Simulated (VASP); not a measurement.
# SiGe (Pm-3m) in VASP: single point with r2SCAN+rVV10

Aim: the single point of SiGe with r2SCAN+rVV10.

All numbers are computed with VASP 6.6.1; they aren't measurements. Logs are shortened: lines on timing, memory, paths and dates and some standing lists are left out, and cuts for length are marked.

### Step 1. The cell of the first run

The structure is cubic, space group Pm-3m (No. 221). The conventional cell has a = 3.200 Å, b = 3.200 Å, c = 3.200 Å, α = 90.00°, β = 90.00°, γ = 90.00°. Ge (site symmetry m-3m) has 8 Si at 2.77 Å and 6 Ge at 3.20 Å within 3.7 Å. Si (site symmetry m-3m) has 8 Ge at 2.77 Å and 6 Si at 3.20 Å within 3.7 Å.

### Step 2. Single point, r2SCAN+rVV10

The input, POSCAR:

```
SiGe
1.0
    3.1998021872      0.0000000000      0.0000000000
    0.0000000000      3.1998021872      0.0000000000
    0.0000000000      0.0000000000      3.1998021872
Ge Si
1 1
Direct
    0.0000000000      0.0000000000      0.0000000000
    0.5000000000      0.5000000000      0.5000000000
```

The input, INCAR.step1:

```
SYSTEM = SiGe
PREC = Accurate
ENCUT = 520
ISMEAR = -1
SIGMA = 0.03
LREAL = .False.
LASPH = .True.
NELM = 100
NBANDS = 16
GGA = PE
ALGO = Normal
EDIFF = 1E-4
LWAVE = .True.
LCHARG = .False.
```

The input, INCAR.step2:

```
SYSTEM = SiGe
PREC = Accurate
ENCUT = 520
EDIFF = 1E-7
ISMEAR = -1
SIGMA = 0.03
LREAL = .False.
LASPH = .True.
NELM = 100
ALGO = Normal
ISIF = 2
LWAVE = .False.
LCHARG = .True.
METAGGA = R2SCAN
LMIXTAU = .True.
LUSE_VDW = .True.
IVDW_NL = 2
BPARAM = 11.95
CPARAM = 0.0093
LELF = .True.
LVHAR = .True.
NBANDS = 16
ISTART = 1
```

The input, KPOINTS:

```
regular mesh
0
Gamma
  10 10 10
  0 0 0
```

Potentials or basis: VASP PAW PBE potentials, release 64 (Ge_d, Si).

On the command line:

```sh
$ cat potpaw_PBE.64/Ge_d/POTCAR potpaw_PBE.64/Si/POTCAR > POTCAR
$ cp INCAR.step1 INCAR
$ mpirun -np 1 vasp_std > vasp.out
$ cp INCAR.step2 INCAR
$ mpirun -np 1 vasp_std > vasp.out
```

OUTCAR:

```text
SYSTEM = SiGe
   PREC = Accurate
   ENCUT = 520
   EDIFF = 1E-7
   ISMEAR = -1
   LREAL = .False.
   LASPH = .True.
   NELM = 100
   ISIF = 2
   METAGGA = R2SCAN
   IVDW_NL = 2
   BPARAM = 11.95
   ISTART = 1

 ion  position               nearest neighbor table
   1  0.000  0.000  0.000-   2 2.77   2 2.77   2 2.77   2 2.77   2 2.77   2 2.77   2 2.77   2 2.77

   2  0.500  0.500  0.500-   1 2.77   1 2.77   1 2.77   1 2.77   1 2.77   1 2.77   1 2.77   1 2.77

  LATTYP: Found a simple cubic cell.
 ALAT       =     3.1998021872

  Lattice vectors:

 A1 = (   3.1998021872,   0.0000000000,   0.0000000000)
 A2 = (   0.0000000000,   3.1998021872,   0.0000000000)
 A3 = (   0.0000000000,   0.0000000000,   3.1998021872)

Analysis of symmetry for initial positions (statically):
=====================================================================
 Subroutine PRICEL returns:
 Original cell was already a primitive cell.

 Routine SETGRP: Setting up the symmetry group for a
 simple cubic supercell.

 Subroutine GETGRP returns: Found 48 space group operations
 (whereof 48 operations were pure point group operations)
 out of a pool of 48 trial point group operations.

The static configuration has the point symmetry O_h .

Analysis of symmetry for dynamics (positions and initial velocities):
=====================================================================
 Subroutine PRICEL returns:
 Original cell was already a primitive cell.

 Routine SETGRP: Setting up the symmetry group for a
 simple cubic supercell.

 Subroutine GETGRP returns: Found 48 space group operations
 (whereof 48 operations were pure point group operations)
 out of a pool of 48 trial point group operations.

The dynamic configuration has the point symmetry O_h .

 Subroutine INISYM returns: Found 48 space group operations
 (whereof 48 operations are pure point group operations),
 and found     1 'primitive' translations

----------------------------------------------------------------------------------------

                                     Primitive cell

  volume of cell :      32.7619

  direct lattice vectors                    reciprocal lattice vectors
     3.199802187  0.000000000  0.000000000     0.312519319  0.000000000  0.000000000
     0.000000000  3.199802187  0.000000000     0.000000000  0.312519319  0.000000000
     0.000000000  0.000000000  3.199802187     0.000000000  0.000000000  0.312519319

  length of vectors
[... 77 lines left out ...]
   LNONCOLLINEAR =      F non collinear calculations
   LSORBIT =      F    spin-orbit coupling
   LASPH  =      T    aspherical Exc in radial PAW
   ENCUT  =  520.0 eV  38.22 Ry    6.18 a.u.   5.95  5.95  5.95*2*pi/ulx,y,z
   NELM   =    100;   NELMIN=  2; NELMDL=  0     # of ELM steps
   EDIFF  = 0.1E-06   stopping-criterion for ELM
   LREAL  =      F    real-space projection
   EDIFFG = 0.1E-05   stopping-criterion for IOM
   NSW    =      0    number of steps for IOM
   IBRION =     -1    ionic relax: 0-MD 1-quasi-New 2-CG
   NFREE  =      0    steps in history (QN), initial steepest desc. (CG)
   ISIF   =      2    stress and relaxation
   ISYM   =      2    0-nonsym 1-usesym 2-fastsym
   POTIM  = 0.5000    time-step for ionic-motion
   TEBEG  =    0.0;   TEEND  =   0.0 temperature during run
   PSTRESS=    0.0 pullay stress
   NELECT =      18.0000    total number of electrons
   NUPDOWN=      -1.0000    fix difference up-down
   EMIN   =  10.00;   EMAX   =-10.00  energy-range for DOS
   EFERMI =   0.00;   METHOD = LEGACY
   ISMEAR =    -1;   SIGMA  =   0.03  broadening in eV -4-tet -1-fermi 0-gaus
   EFERMI_NEDOS =   21; number of points for ismear=-14 and -15
   IALGO  =     38    algorithm
   IMIX   =      4    mixing-type and parameters
     AMIX     =   0.40;   BMIX     =  1.00
     AMIX_MAG =   1.60;   BMIX_MAG =  1.00
  volume/ion in A,a.u.               =      16.38       110.54
  Fermi-wavevector in a.u.,A,eV,Ry     =   1.340837  2.533814 24.461138  1.797843
  Thomas-Fermi vector in A             =   2.469118
   LORBIT       =      0    0 simple, 1 ext, 2 COOP (PROOUT), +10 PAW based schemes
   METAGGA = R2SCAN    functional components
   LHFCALC =     F    Hartree Fock is set to
   AEXX    =    0.0000 exact exchange contribution
   IVDW_NL    =     2    kernel type
   BPARAM     =11.9500
   IVDW    =     0    specifies the selected vdW correction
   LEPSILON=     F    determine dielectric tensor
   LRPA    =     F    only Hartree local field effects (RPA)
 non-spin polarized calculation
  energy-cutoff  :      520.00
  volume of cell :       32.76
 maximum number of plane-waves:       912
 NGX is ok and might be reduce to    24
   NGX = 11   NGY = 11   NGZ = 11

 number of electron      17.9999982 magnetization

 Free energy of the ion-electron system (eV)
  ---------------------------------------------------
  ext. energy  EPLUGINS =         0.00000000
  ---------------------------------------------------
  free energy    TOTEN  =       -20.75894444 eV

  energy without entropy =      -20.75656993  energy(sigma->0) =      -20.75775718

 E-fermi :   8.5297     XC(G=0): -12.3941

 val. band max:        8.5245682833   @ k =   0.5000   0.5000   0.3000
 cond. band min:       8.5923248714   @ k =   0.3000   0.3000   0.0000
 fundamental gap:      0.0677565881
 Fermi energy:         8.5296839438

 k-point     1 :       0.0000    0.0000    0.0000
  band No.  band energies     occupation
      1     -17.0558      2.00000
      2     -17.0558      2.00000
      3     -17.0061      2.00000
      4     -17.0061      2.00000
      5     -17.0061      2.00000
      6      -6.2449      2.00000
[... 433 lines left out ...]
      3     -17.0207      2.00000
      4     -17.0181      2.00000
      5     -17.0084      2.00000
      6      -4.5629      2.00000
[... 8 lines left out ...]
     15      19.7713      0.00000
     16      20.8962      0.00000

 [... further k-points ...]
[... 5 lines left out ...]
  --------------------------------------------------------------------------------------
  -------------------------------------------------------------------------------------
  Total        0.0804449      0.0804449      0.0804449     -0.0000000     -0.0000000      0.0000000
  in kB        3.9340463      3.9340463      3.9340463     -0.0000000     -0.0000000      0.0000000
  external PRESSURE =       3.9340463 kB  Pullay stress =       0.0000000 kB

 VOLUME and BASIS-vectors are now :
 -----------------------------------------------------------------------------
  energy-cutoff  :      520.00
  volume of cell :       32.76
      direct lattice vectors                 reciprocal lattice vectors
     3.199802187  0.000000000  0.000000000     0.312519319  0.000000000  0.000000000
     0.000000000  3.199802187  0.000000000     0.000000000  0.312519319  0.000000000
     0.000000000  0.000000000  3.199802187     0.000000000  0.000000000  0.312519319

 POSITION                                       TOTAL-FORCE (eV/Angst)
 -----------------------------------------------------------------------------------
      0.00000      0.00000      0.00000         0.000000      0.000000      0.000000
      1.59990      1.59990      1.59990         0.000000      0.000000      0.000000
 -----------------------------------------------------------------------------------
    total drift:                                0.000000      0.000000      0.000000

  FREE ENERGIE OF THE ION-ELECTRON SYSTEM (eV)
  ---------------------------------------------------
  free  energy   TOTEN  =       -20.7589444371 eV

  energy  without entropy=      -20.7565699264  energy(sigma->0) =      -20.75775718
```

Wall time 3.6 min (1 thread of AMD EPYC 7R13, shared host); peak memory 0.2 GiB.

What came out:

| Quantity | Value |
| --- | --- |
| Free energy | -20.7589 eV |
| Pressure | 0.4 GPa |
| Band gap on the k mesh | zero (band 9 reaches 11.35 eV, above the bottom of band 10 at 5.69 eV) |

Caveat: the PAW data sets were made with another functional, which shifts forces and pressure a little.
